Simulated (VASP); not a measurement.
# BN (P6_3mc) in VASP: further runs

The runs below take BN through relaxation of the atoms, with PBEsol.

Everything below comes from runs of VASP 6.6.1. Logs are shortened: lines on timing, memory, paths and dates and some standing lists are left out, and cuts for length are marked.

### 1 The cell of the first run

The structure is hexagonal, space group P6_3mc (No. 186). The conventional cell has a = 2.502 Å, b = 2.502 Å, c = 4.212 Å, α = 90.00°, β = 90.00°, γ = 120.00°. B (site symmetry 3m) has 4 N at 1.54 to 1.58 Å within 2.1 Å. N (site symmetry 3m) has 4 B at 1.54 to 1.58 Å within 2.1 Å.

### 2 Relaxation of the atoms, PBEsol (strained cell)

The input, INCAR:

```
PREC = Accurate ; ENCUT = 520
EDIFF = 1E-7 ; ISMEAR = 0
SIGMA = 0.02 ; LREAL = F
LASPH = T ; NELM = 60
ALGO = Normal ; ISIF = 2
LWAVE = F ; LCHARG = F
GGA = PS ; IBRION = 2
NSW = 60 ; EDIFFG = -0.002
```

The input, KPOINTS:

```
regular mesh
0
Gamma
  9 9 6
```

The input, POSCAR:

```
BN
1.0
    2.5024521521      0.0000000000      0.0000000000
   -1.2512260760      2.1671871355      0.0000000000
    0.0000000000      0.0000000000      4.2124704492
B N
2 2
Direct
    0.3333333333      0.6666666667     -0.0001864930
    0.6666666667      0.3333333333      0.4998135070
    0.3333333333      0.6666666667      0.3741864930
    0.6666666667      0.3333333333      0.8741864930
```

Potentials or basis: VASP PAW PBE potentials, release 64 (B, N).

The run is started by

```sh
> cat potpaw_PBE.64/B/POTCAR potpaw_PBE.64/N/POTCAR > POTCAR
> mpirun -np 1 vasp_std > vasp.out
```

OUTCAR:

```text
PREC = Accurate
   ENCUT = 520
   EDIFF = 1E-7
   ISMEAR = 0
   LREAL = F
   LASPH = T
   NELM = 60
   ISIF = 2
   GGA = PS
   IBRION = 2
   NSW = 60
   EDIFFG = -0.002

 ion  position               nearest neighbor table
   1  0.333  0.667  1.000-   4 1.54   4 1.54   4 1.54   3 1.58
   2  0.667  0.333  0.500-   3 1.54   3 1.54   3 1.54   4 1.58
   3  0.333  0.667  0.374-   2 1.54   2 1.54   2 1.54   1 1.58
   4  0.667  0.333  0.874-   1 1.54   1 1.54   1 1.54   2 1.58

  LATTYP: Found a hexagonal cell.
 ALAT       =     2.5024521521
 C/A-ratio  =     1.6833370603

  Lattice vectors:

 A1 = (   2.5024521521,   0.0000000000,   0.0000000000)
 A2 = (  -1.2512260760,   2.1671871355,   0.0000000000)
 A3 = (   0.0000000000,   0.0000000000,   4.2124704492)

Analysis of symmetry for initial positions (statically):
=====================================================================
 Subroutine PRICEL returns:
 Original cell was already a primitive cell.

 Routine SETGRP: Setting up the symmetry group for a
 hexagonal supercell.

 Subroutine GETGRP returns: Found 12 space group operations
 (whereof  6 operations were pure point group operations)
 out of a pool of 24 trial point group operations.

The static configuration has the point symmetry C_3v.
 The point group associated with its full space group is C_6v.

Analysis of symmetry for dynamics (positions and initial velocities):
=====================================================================
 Subroutine PRICEL returns:
 Original cell was already a primitive cell.

 Routine SETGRP: Setting up the symmetry group for a
 hexagonal supercell.

 Subroutine GETGRP returns: Found 12 space group operations
 (whereof  6 operations were pure point group operations)
 out of a pool of 24 trial point group operations.

The dynamic configuration has the point symmetry C_3v.
 The point group associated with its full space group is C_6v.

 Subroutine INISYM returns: Found 12 space group operations
 (whereof  6 operations are pure point group operations),
 and found     1 'primitive' translations

----------------------------------------------------------------------------------------

                                     Primitive cell

  volume of cell :      22.8454

  direct lattice vectors                    reciprocal lattice vectors
     2.502452152  0.000000000  0.000000000     0.399608040  0.230713810  0.000000000
    -1.251226076  2.167187135  0.000000000     0.000000000  0.461427619  0.000000000
     0.000000000  0.000000000  4.212470449     0.000000000  0.000000000  0.237390389

  length of vectors
     2.502452152  2.502452152  4.212470449     0.461427619  0.461427619  0.237390389

  position of ions in fractional coordinates (direct lattice)
     0.333333333  0.666666667  0.999813507
     0.666666667  0.333333333  0.499813507
     0.333333333  0.666666667  0.374186493
     0.666666667  0.333333333  0.874186493

  ion indices of the primitive-cell ions
   primitive index   ion index
                 1           1
                 2           2
                 3           3
                 4           4

----------------------------------------------------------------------------------------

 KPOINTS: regular mesh

Automatic generation of k-mesh.
 Grid dimensions read from file:
 generate k-points for:    9    9    6

 Generating k-lattice:

  Cartesian coordinates                     Fractional coordinates (reciprocal lattice)
     0.044400893  0.025634868  0.000000000     0.111111111  0.000000000  0.000000000
     0.000000000  0.051269735  0.000000000     0.000000000  0.111111111  0.000000000
     0.000000000  0.000000000  0.039565065     0.000000000  0.000000000  0.166666667

  Length of vectors
     0.051269735  0.051269735  0.039565065

  Shift w.r.t. Gamma in fractional coordinates (k-lattice)
     0.000000000  0.000000000  0.000000000

 Subroutine IBZKPT returns following result:
 ===========================================

 Found     48 irreducible k-points:

 Following reciprocal coordinates:
            Coordinates               Weight
  0.000000  0.000000  0.000000      1.000000
  0.111111 -0.000000  0.000000      6.000000
  0.222222  0.000000  0.000000      6.000000
  0.333333 -0.000000  0.000000      6.000000
  0.444444  0.000000  0.000000      6.000000
  0.111111  0.111111  0.000000      6.000000
[... 16 lines left out ...]
  0.333333  0.222222  0.166667     24.000000
  0.333333  0.333333  0.166667      4.000000
 [... further k-points ...]
   k-points           NKPTS =     48   k-points in BZ     NKDIM =     48   number of bands    NBANDS=     12
   number of dos      NEDOS =    301   number of ions     NIONS =      4
   total plane-waves  NPLWV =  12800
   dimension x,y,z NGX =    20 NGY =   20 NGZ =   32
   dimension x,y,z NGXF=    40 NGYF=   40 NGZF=   64
   ions per type =               2   2
   NGX,Y,Z   is equivalent  to a cutoff of  13.29, 13.29, 12.63 a.u.
[... 12 lines left out ...]
   LREAL  =      F    real-space projection
   EDIFFG = -.2E-02   stopping-criterion for IOM
   NSW    =     60    number of steps for IOM
   IBRION =      2    ionic relax: 0-MD 1-quasi-New 2-CG
   NFREE  =      1    steps in history (QN), initial steepest desc. (CG)
   ISIF   =      2    stress and relaxation
   ISYM   =      2    0-nonsym 1-usesym 2-fastsym
   POTIM  = 0.5000    time-step for ionic-motion
   TEBEG  =    0.0;   TEEND  =   0.0 temperature during run
   PSTRESS=    0.0 pullay stress
   NELECT =      16.0000    total number of electrons
   NUPDOWN=      -1.0000    fix difference up-down
   EMIN   =  10.00;   EMAX   =-10.00  energy-range for DOS
   EFERMI =   0.00;   METHOD = LEGACY
   ISMEAR =     0;   SIGMA  =   0.02  broadening in eV -4-tet -1-fermi 0-gaus
   EFERMI_NEDOS =   21; number of points for ismear=-14 and -15
   IALGO  =     38    algorithm
   IMIX   =      4    mixing-type and parameters
     AMIX     =   0.40;   BMIX     =  1.00
     AMIX_MAG =   1.60;   BMIX_MAG =  1.00
  volume/ion in A,a.u.               =       5.71        38.54
  Fermi-wavevector in a.u.,A,eV,Ry     =   1.453835  2.747350 28.757769  2.113636
  Thomas-Fermi vector in A             =   2.571056
   LORBIT       =      0    0 simple, 1 ext, 2 COOP (PROOUT), +10 PAW based schemes
   GGA     = PS    functional components
   LHFCALC =     F    Hartree Fock is set to
   AEXX    =    0.0000 exact exchange contribution
   IVDW    =     0    specifies the selected vdW correction
   LEPSILON=     F    determine dielectric tensor
   LRPA    =     F    only Hartree local field effects (RPA)
 conjugate gradient relaxation of ions
 non-spin polarized calculation
 Gauss-broadening in eV      SIGMA  =   0.02
  energy-cutoff  :      520.00
  volume of cell :       22.85
 maximum number of plane-waves:       628
 NGX is ok and might be reduce to    20
   NGX =  9   NGY =  9   NGZ = 15

--------------------------------------- Ionic step        1  -------------------------------------------

 number of electron      15.9999997 magnetization

 Free energy of the ion-electron system (eV)
  ---------------------------------------------------
  ext. energy  EPLUGINS =         0.00000000
  ---------------------------------------------------
  free energy    TOTEN  =       -36.58356918 eV

  energy without entropy =      -36.58356918  energy(sigma->0) =      -36.58356918

------------------------ aborting loop because EDIFF is reached ----------------------------------------

  FORCE on cell =-STRESS in cart. coord.  units (eV):
  Direction    XX          YY          ZZ          XY          YZ          ZX
  --------------------------------------------------------------------------------------
  -------------------------------------------------------------------------------------
  Total        2.6277045      2.6277045      0.0249848      0.0000000      0.0000000      0.0000000
  in kB      184.2841776    184.2841776      1.7522168      0.0000000      0.0000000      0.0000000
  external PRESSURE =     123.4401907 kB  Pullay stress =       0.0000000 kB
[... 61 lines left out ...]
  energy  without entropy=      -36.5834393977  energy(sigma->0) =      -36.58343940

--------------------------------------- Ionic step        3  -------------------------------------------

 number of electron      15.9999997 magnetization

 Free energy of the ion-electron system (eV)
  ---------------------------------------------------
  ext. energy  EPLUGINS =         0.00000000
  ---------------------------------------------------
  free energy    TOTEN  =       -36.58373437 eV

  energy without entropy =      -36.58373437  energy(sigma->0) =      -36.58373437

 E-fermi :   8.1263     XC(G=0): -13.1733

 val. band max:        7.9856327109   @ k =   0.0000   0.0000   0.0000
 cond. band min:      12.7676991473   @ k =   0.3333   0.3333   0.0000
 fundamental gap:      4.7820664364
 Fermi energy:         8.1263351993

 k-point     1 :       0.0000    0.0000    0.0000
  band No.  band energies     occupation
      1     -12.8789      2.00000
      2      -8.6754      2.00000
      3      -3.4381      2.00000
      4       5.8985      2.00000
      5       5.8985      2.00000
      6       7.5696      2.00000
      7       7.9856      2.00000
      8       7.9856      2.00000
      9      16.1429      0.00000
     10      16.5683      0.00000
     11      16.5683      0.00000
     12      18.2166      0.00000
[... 331 lines left out ...]
 k-point    24 :       0.3333    0.3333    0.1667
  band No.  band energies     occupation
      1      -7.2125      2.00000
      2      -7.2125      2.00000
      3      -1.5231      2.00000
      4      -0.0814      2.00000
      5      -0.0814      2.00000
      6       1.7102      2.00000
      7       3.1155      2.00000
      8       3.1155      2.00000
      9      13.5155      0.00000
     10      19.8606      0.00000
     11      19.8606      0.00000
     12      21.5900      0.00000

 [... further k-points ...]

------------------------ aborting loop because EDIFF is reached ----------------------------------------

  FORCE on cell =-STRESS in cart. coord.  units (eV):
  Direction    XX          YY          ZZ          XY          YZ          ZX
  --------------------------------------------------------------------------------------
  -------------------------------------------------------------------------------------
  Total        2.6133049      2.6133049      0.0264564      0.0000000      0.0000000     -0.0000000
  in kB      183.2743114    183.2743114      1.8554213      0.0000000      0.0000000     -0.0000000
  external PRESSURE =     122.8013481 kB  Pullay stress =       0.0000000 kB
[... 19 lines left out ...]
  FREE ENERGIE OF THE ION-ELECTRON SYSTEM (eV)
  ---------------------------------------------------
  free  energy   TOTEN  =       -36.5837343694 eV

  energy  without entropy=      -36.5837343694  energy(sigma->0) =      -36.58373437

 reached required accuracy - stopping structural energy minimisation
```

It took 41 s on 1 thread of Intel Xeon 8259CL, shared host; peak memory 0.14 GiB.

Results:

| Property | Result |
| --- | --- |
| Free energy | -36.5837 eV |
| Energy gained by relaxing | 0.0 meV/atom |
| Ionic steps | 3 |
| Pressure after relaxing | 12.3 GPa |
| Band gap on the k mesh | 4.78 eV (least direct gap 8.16 eV) |

Step by step:
```tsv
step	energy change (eV)	largest force (eV/Å)	pressure (GPa)
1	0.0000	0.0631	12.34
2	0.0001	0.0851	12.20
3	-0.0002	0.0001	12.28
```

Final structure:
```
B N
1.0
     2.50245    0.00000    0.00000
    -1.25123    2.16719    0.00000
     0.00000    0.00000    4.21247
B N
2 2
Direct
  0.33333 0.66667 0.00012
  0.66667 0.33333 0.50012
  0.33333 0.66667 0.37388
  0.66667 0.33333 0.87388
```

Levels at points of the mesh, in eV from the valence-band top:
| k point | band 6 | band 7 | band 8 | band 9 | band 10 | band 11 |
| --- | --- | --- | --- | --- | --- | --- |
| (0.00, 0.00, 0.00) | -0.42 | 0.00 | 0.00 | 8.16 | 8.58 | 8.58 |
| (0.00, 0.00, 0.50) | -1.15 | -1.15 | -1.15 | 9.94 | 9.94 | 10.14 |

Caveat: the cell differs from its parent crystal (strained cell); the PAW data sets were made with another functional, which shifts forces and pressure a little; an odd mesh through Γ misses points on the zone boundary, where band edges can lie.

### 3 Relaxation of the atoms, PBEsol (strained cell)

The input, INCAR:

```
SYSTEM = BN
ALGO = Normal ; EDIFF = 1E-7
EDIFFG = -0.002 ; ENCUT = 520
GGA = PS ; IBRION = 2
ISIF = 2 ; ISMEAR = 0
LASPH = .True. ; LCHARG = .False.
LREAL = .False. ; LWAVE = .False.
NELM = 80 ; NSW = 60
PREC = Accurate ; SIGMA = 0.02
```

The input, KPOINTS:

```
k-points
0
Gamma
  9 9 6
  0 0 0
```

The input, POSCAR:

```
BN
1.0
    2.5024521521      0.0000000000      0.0000000000
   -1.2512260760      2.1671871355      0.0000000000
    0.0000000000      0.0000000000      4.2102962903
B N
2 2
Direct
    0.3333333333      0.6666666667      0.0000745354
    0.6666666667      0.3333333333      0.5000745354
    0.3333333333      0.6666666667      0.3739254646
    0.6666666667      0.3333333333      0.8739254646
```

Potentials or basis: VASP PAW PBE potentials, release 64 (B, N).

The run is started by

```sh
> cat potpaw_PBE.64/B/POTCAR potpaw_PBE.64/N/POTCAR > POTCAR
> mpirun -np 1 vasp_std > vasp.out
```

It took 33 s on 1 thread of Intel Xeon 8259CL, shared host; peak memory 0.14 GiB.

Results (log left out):

| Property | Result |
| --- | --- |
| Free energy | -36.5837 eV |
| Energy gained by relaxing | 0.0 meV/atom |
| Ionic steps | 3 |
| Pressure after relaxing | 12.5 GPa |
| Band gap on the k mesh | 4.78 eV (least direct gap 8.18 eV) |

Stress tensor (GPa, compression positive):
```
18.37  0.00  0.00
 0.00 18.37  0.00
 0.00  0.00  0.75
```

Final structure:
```yaml
crystal:
  lattice:
    - [2.50245, 0.00000, 0.00000]
    - [-1.25123, 2.16719, 0.00000]
    - [0.00000, 0.00000, 4.21030]
  atoms:
    - { symbol: B, position: [0.33333, 0.66667, 0.00012] }
    - { symbol: B, position: [0.66667, 0.33333, 0.50012] }
    - { symbol: N, position: [0.33333, 0.66667, 0.37388] }
    - { symbol: N, position: [0.66667, 0.33333, 0.87388] }
```

Levels at points of the mesh, in eV from the valence-band top:
```
           k point  band 5  band 6  band 7  band 8  band 9  band 10  band 11  band 12
(0.00, 0.00, 0.00)   -2.09   -0.41    0.00    0.00    8.18     8.58     8.58    10.23
(0.00, 0.00, 0.50)   -1.16   -1.16   -1.16   -1.16    9.94     9.94    10.14    10.14
```

Caveat: the cell differs from its parent crystal (strained cell); the PAW data sets were made with another functional, which shifts forces and pressure a little; an odd mesh through Γ misses points on the zone boundary, where band edges can lie.

### 4 Relaxation of the atoms, PBEsol (strained cell)

The input, INCAR:

```
SYSTEM = BN
PREC     = Accurate       ! precision mode
ENCUT    = 520            ! plane-wave cutoff, eV
EDIFF    = 1E-7           ! SCF threshold, eV
ISMEAR   = 0              ! smearing method
SIGMA    = 0.02           ! smearing width, eV
LREAL    = .FALSE.        ! projectors in reciprocal space
LASPH    = .TRUE.         ! aspherical terms in the spheres
NELM     = 80             ! most SCF steps
ALGO     = Normal         ! electronic algorithm
ISIF     = 2              ! what is computed and relaxed
LWAVE    = .FALSE.        ! write WAVECAR
LCHARG   = .FALSE.        ! write CHGCAR
GGA      = PS             ! functional
IBRION   = 2              ! ionic algorithm
NSW      = 60             ! ionic steps
EDIFFG   = -0.002         ! ionic threshold
```

The input, KPOINTS:

```
regular mesh
0
G
  9 9 6
  0 0 0
```

POSCAR, as its differences from that of step 3:

```diff
@@ -4,3 +4,3 @@
    -1.2512260760      2.1671871355      0.0000000000
-    0.0000000000      0.0000000000      4.2102962903
+    0.0000000000      0.0000000000      4.2100964423
 B N
```

The run is started by

```sh
> cat potpaw_PBE.64/B/POTCAR potpaw_PBE.64/N/POTCAR > POTCAR
> mpirun -np 1 vasp_std > vasp.out
```

It took 27 s on 1 thread of Intel Xeon 8259CL, shared host; peak memory 0.14 GiB.

The run converged. Its results:

```
Free energy               : -36.5837 eV
Energy gained by relaxing : 0.0 meV/atom
Ionic steps               : 3
Pressure after relaxing   : 12.5 GPa
Band gap on the k mesh    : 4.78 eV (least direct gap 8.18 eV)
```

Stress tensor (GPa, compression positive):
```
18.37  0.00  0.00
 0.00 18.37  0.00
 0.00  0.00  0.80
```

Final structure:
```
CELL_PARAMETERS angstrom
2.50245 0.00000 0.00000
-1.25123 2.16719 0.00000
0.00000 0.00000 4.21010
ATOMIC_POSITIONS crystal
B 0.33333 0.66667 0.00012
B 0.66667 0.33333 0.50012
N 0.33333 0.66667 0.37388
N 0.66667 0.33333 0.87388
```

Levels at points of the mesh, in eV from the valence-band top:
| k point | band 5 | band 6 | band 7 | band 8 | band 9 | band 10 | band 11 | band 12 |
| --- | --- | --- | --- | --- | --- | --- | --- | --- |
| (0.00, 0.00, 0.00) | -2.09 | -0.41 | 0.00 | 0.00 | 8.18 | 8.58 | 8.58 | 10.23 |
| (0.00, 0.00, 0.50) | -1.16 | -1.16 | -1.16 | -1.16 | 9.94 | 9.94 | 10.14 | 10.14 |

Caveat: the cell differs from its parent crystal (strained cell); the PAW data sets were made with another functional, which shifts forces and pressure a little; an odd mesh through Γ misses points on the zone boundary, where band edges can lie.

### 5 Relaxation of the atoms, PBEsol (strained cell)

The input, INCAR:

```
ALGO = Normal
EDIFF = 1E-7
EDIFFG = -0.002
ENCUT = 520
GGA = PS
IBRION = 2
ISIF = 2
ISMEAR = 0
LASPH = T
LCHARG = F
LREAL = F
LWAVE = F
NELM = 60
NSW = 60
PREC = Accurate
SIGMA = 0.02
```

The input, KPOINTS:

```
k-points
0
Gamma
  9 9 6
```

The input, POSCAR:

```
BN
1.0
    2.5024521521      0.0000000000      0.0000000000
   -1.2512260760      2.1671871355      0.0000000000
    0.0000000000      0.0000000000      4.2404782112
B N
2 2
Direct
    0.3333333333      0.6666666667     -0.0002373568
    0.6666666667      0.3333333333      0.4997626432
    0.3333333333      0.6666666667      0.3742373568
    0.6666666667      0.3333333333      0.8742373568
```

The run is started by

```sh
> cat potpaw_PBE.64/B/POTCAR potpaw_PBE.64/N/POTCAR > POTCAR
> mpirun -np 1 vasp_std > vasp.out
```

Run time: 35 s. Hardware: 1 thread of Intel Xeon 8259CL, shared host; peak memory 0.14 GiB.

Results (log left out):

| Item | Value |
| --- | --- |
| Free energy | -36.5808 eV |
| Energy gained by relaxing | 0.1 meV/atom |
| Ionic steps | 3 |
| Pressure after relaxing | 9.6 GPa |
| Band gap on the k mesh | 4.77 eV (least direct gap 7.90 eV) |

Stress tensor (GPa, compression positive):
```
17.79  0.00  0.00
 0.00 17.79  0.00
 0.00  0.00 -6.90
```

Step by step:
```csv
step,energy change (eV),largest force (eV/Å),pressure (GPa)
1,0.0000,0.0692,9.65
2,0.0001,0.0868,9.46
3,-0.0002,0.0001,9.56
```

Final structure:
```yaml
crystal:
  lattice:
    - [2.50245, 0.00000, 0.00000]
    - [-1.25123, 2.16719, 0.00000]
    - [0.00000, 0.00000, 4.24048]
  atoms:
    - { symbol: B, position: [0.33333, 0.66667, 0.00011] }
    - { symbol: B, position: [0.66667, 0.33333, 0.50011] }
    - { symbol: N, position: [0.33333, 0.66667, 0.37389] }
    - { symbol: N, position: [0.66667, 0.33333, 0.87389] }
```

Levels at points of the mesh, in eV from the valence-band top:
| k point | band 6 | band 7 | band 8 | band 9 | band 10 | band 11 |
| --- | --- | --- | --- | --- | --- | --- |
| (0.00, 0.00, 0.00) | -0.44 | 0.00 | 0.00 | 7.90 | 8.62 | 8.62 |
| (0.00, 0.00, 0.50) | -1.12 | -1.12 | -1.12 | 9.96 | 9.96 | 10.14 |

Caveat: the cell differs from its parent crystal (strained cell); the PAW data sets were made with another functional, which shifts forces and pressure a little; an odd mesh through Γ misses points on the zone boundary, where band edges can lie.

### 6 The runs side by side

| cell | gap on the mesh (eV) | pressure (GPa) |
| --- | --- | --- |
| atoms relaxed from a = 2.502, b = 2.502, c = 4.212 Å, angles 90.0, 90.0, 120.0°, 4 atoms | 4.78 | 12.3 |
| atoms relaxed from a = 2.502, b = 2.502, c = 4.210 Å, angles 90.0, 90.0, 120.0°, 4 atoms | 4.78 | 12.5 |
| atoms relaxed from a = 2.502, b = 2.502, c = 4.240 Å, angles 90.0, 90.0, 120.0°, 4 atoms | 4.77 | 9.6 |

Alike in all rows: task relaxation of the atoms; level PBEsol; potentials or basis VASP PAW PBE potentials, release 64 (B, N); no spin polarisation; k mesh 9 × 9 × 6; cutoff (eV) 520; smearing gaussian 0.02 eV.

Caveats: the PAW data sets were made with another functional, which shifts forces and pressure a little; an odd mesh through Γ misses points on the zone boundary, where band edges can lie.

Total energies depend on the potentials used, so only differences within one code and one set of settings carry meaning.
